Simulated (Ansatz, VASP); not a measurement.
# One calculation of BaTiO3, two programs

POSCAR

```
BaTiO3
1.0
    3.9141580071      0.0000000000      0.0000000000
    0.0000000000      3.9141580071      0.0000000000
    0.0000000000      0.0000000000      4.0552353830
Ba Ti O
1 1 3
Direct
    0.5000000000      0.5000000000      0.5000000000
    0.0000000000      0.0000000000      0.0000000000
    0.5000000000      0.0000000000      0.0000000000
    0.0000000000      0.5000000000      0.0000000000
    0.0000000000      0.0000000000      0.5000000000
```

The input INCAR.step1:

```
SYSTEM = BaTiO3
  ALGO = Normal
  EDIFF = 1E-4
  ENCUT = 520
  GGA = PE
  ISMEAR = 0
  LASPH = .True.
  LCHARG = .False.
  LREAL = .False.
  LWAVE = .True.
  NBANDS = 28
  NELM = 60
  PREC = Accurate
  SIGMA = 0.02
```

The input INCAR.step2:

```
SYSTEM = BaTiO3
  ALGO = Normal
  EDIFF = 1E-7
  ENCUT = 520
  ISIF = 2
  ISMEAR = 0
  ISTART = 1
  LASPH = .True.
  LCHARG = .False.
  LMIXTAU = .True.
  LREAL = .False.
  LWAVE = .False.
  METAGGA = R2SCAN
  NBANDS = 28
  NELM = 60
  PREC = Accurate
  SIGMA = 0.02
```

File KPOINTS:

```
k-points
0
Gamma
  8 8 8
  0 0 0
```

Input for Ansatz:

```yaml
crystal:
  lattice:
    - [3.9141580071, 0.0, 0.0]
    - [0.0, 3.9141580071, 0.0]
    - [0.0, 0.0, 4.055235383]
  atoms:
    - { symbol: Ba, position: [0.5, 0.5, 0.5] }
    - { symbol: Ti, position: [0.0, 0.0, 0.0] }
    - { symbol: O, position: [0.5, 0.0, 0.0] }
    - { symbol: O, position: [0.0, 0.5, 0.0] }
    - { symbol: O, position: [0.0, 0.0, 0.5] }
basis:
  ecutwfc: 500
kpoints:
  mp_grid: { grid: [8, 8, 8] }
  band_path: { path: [VBM, CBM], npoints: 2 }
hamiltonian:
  xc: r2scan
scf:
  occupations: { method: gaussian, width: 0.02 }
output:
  forces: true
  stress: true
  eigenvalues: true
checkpoint:
  read: start.run
  write: ck
  compress: false
  write_wavefunctions: false
  write_every: 100000
```

Alike in both runs: task single point; functional r2SCAN; k mesh 8 × 8 × 8; occupations gaussian, width 0.02 eV; no spin polarisation.

|  | VASP | Ansatz |
| --- | --- | --- |
| version | VASP 6.6.1 | Ansatz 0.2.0 |
| potentials or method | VASP PAW PBE potentials, release 64 (Ba_sv, Ti_sv, O), cutoff 520 eV | scalar-relativistic, plane waves, PAW |
| valence electrons in the cell | 40 | 40 |

|  | VASP | Ansatz | Ansatz less VASP |
| --- | --- | --- | --- |
| gap on the k mesh at the Fermi level (eV) | 2.14 | 2.16 | +0.023 |
| least direct gap on the mesh (eV) | 2.30 | 2.28 | -0.016 |
| pressure (GPa) | 7.4 | 5.2 | -2.20 |
| traceless stress, the component that is largest in VASP (GPa) | -5.35 | -5.15 | +0.198 |

VASP's potentials were made for PBE, not for r2SCAN.

Spin-orbit coupling is off throughout.
